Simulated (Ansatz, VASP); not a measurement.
**One calculation of Tl2CuO4, two programs**

```xyz
7
Lattice="-1.9537 1.9537 5.8941 1.9537 -1.9537 5.8941 1.9537 1.9537 -5.8941" Properties=species:S:1:pos:R:3 pbc="T T T"
Tl    0.0000    0.0000    4.1185
Tl    0.0000    0.0000    7.6696
Cu    0.0000    0.0000    0.0000
O     1.9537    0.0000    0.0000
O     0.0000    1.9537    0.0000
O     1.9537    0.0000    2.9470
O     0.0000    1.9537    2.9470
```

Alike in both runs: task single point; functional PBE; k mesh 10 × 10 × 10; occupations fermi-dirac, width 0.05 eV; no spin polarisation.

```csv
,VASP,Ansatz
version,VASP 6.6.1,Ansatz 0.2.0
potentials or method,"VASP PAW PBE potentials, release 64 (Tl_d, Cu, O)",Ansatz PAW
plane-wave cutoff (eV),520,420
valence electrons in the cell,61,69
```

```csv
,VASP,Ansatz,Ansatz less VASP
gap on the k mesh at the Fermi level (eV),none,none,-
pressure (GPa),2.8,2.5,-0.28
"traceless stress, the component that is largest in VASP (GPa)",-0.09,0.21,+0.299
rms of the force components (eV/Å),0.010,0.001,-0.0087
```

Atom by atom the forces differ by 0.009 eV/Å (rms over components). A gap of «none» marks a metal or a gap that the smearing closes. The functional is the same, so the differences come from potentials, cutoffs and numerics. VASP's potentials hold 61 valence electrons a cell and Ansatz's 69, so a difference there can come from the potentials and not from the codes.

Neither program's run includes spin-orbit coupling.
